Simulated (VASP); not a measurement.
A run of VASP 6.6.1 is set up as follows.

Contents of INCAR:

```
SYSTEM = Hg
ALGO = Normal
EDIFF = 1E-7
ENCUT = 520
GGA = PE
ISIF = 2
ISMEAR = -1
LASPH = .TRUE.
LCHARG = .FALSE.
LREAL = .FALSE.
LWAVE = .FALSE.
NBANDS = 12
NELM = 100
PREC = Accurate
SIGMA = 0.1
```

The input KPOINTS:

```
k-points
0
G
  17 17 17
  0 0 0
```

The input POSCAR:

```
Hg
1.0
    2.1057500324      1.2157553480      2.0007249616
   -2.1057500324      1.2157553480      2.0007249616
    0.0000000000     -2.4315106961      2.0007249615
Hg
1
Direct
    0.0000000000      1.0000000000      0.0000000000
```

Potentials or basis: VASP PAW PBE potentials, release 64 (Hg).

Launch:

```console
$ cat potpaw_PBE.64/Hg/POTCAR > POTCAR
$ mpirun -np 1 vasp_std > vasp.out
```

(1) Predict the pressure.

(2) Predict the band gap on the k mesh.

Results:

(1) -0.2 GPa.

(2) zero (bands 6 and 7 overlap by 3.42 eV).

Caveat: spin-orbit coupling is left out, which moves the levels of the heavy elements.
